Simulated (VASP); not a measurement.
Wanted: the native input for a VASP 6.6.1 run.

```yaml
Task: single point
Functional: RPBE
Potentials_or_basis: VASP PAW PBE potentials, release 64 (Se)
Cutoff: 520 eV
k_mesh: 10 × 10 × 12
Occupations: fermi-dirac, width 0.1 eV
Spin: no spin polarisation
Dipole_correction: no
Further_INCAR_settings: ALGO = Normal; EDIFF = 1e-06; NBANDS = 16
```

The structure of Se lies in POSCAR:

```
Se
1.0
    4.7097166520      0.0000000000      0.0000000000
   -2.3548583260      4.0787342653      0.0000000000
    0.0000000000      0.0000000000      3.4560259738
Se
3
Direct
    1.0000000000      0.0000000000      0.0000000000
    0.3333333333      0.6666666667      0.5000000000
    0.6666666667      0.3333333333      0.5000000000
```

This isn't the form of Se at room conditions, which is trigonal, of chains.

The input as run:

INCAR

```
  ALGO = Normal
  EDIFF = 1E-6
  ENCUT = 520
  GGA = RP
  ISIF = 2
  ISMEAR = -1
  LASPH = T
  LCHARG = F
  LREAL = F
  LWAVE = F
  NBANDS = 16
  NELM = 60
  PREC = Accurate
  SIGMA = 0.1
```

KPOINTS

```
k-points
0
Gamma
  10 10 12
```

Potentials or basis: VASP PAW PBE potentials, release 64 (Se).

The run is started by

```bash
$ cat potpaw_PBE.64/Se/POTCAR > POTCAR
$ mpirun -np 1 vasp_std > vasp.out
```

It gave:

```
Pressure               : -0.1 GPa
Band gap on the k mesh : zero (bands 9 and 10 overlap by 2.85 eV)
```

Caveat: the PAW data sets were made with another functional, which shifts forces and pressure a little.

Run time: 44 s on 1 thread of Intel(R) Xeon(R) 6975P-C (Granite Rapids), on a shared host, peak memory 0.22 GiB.
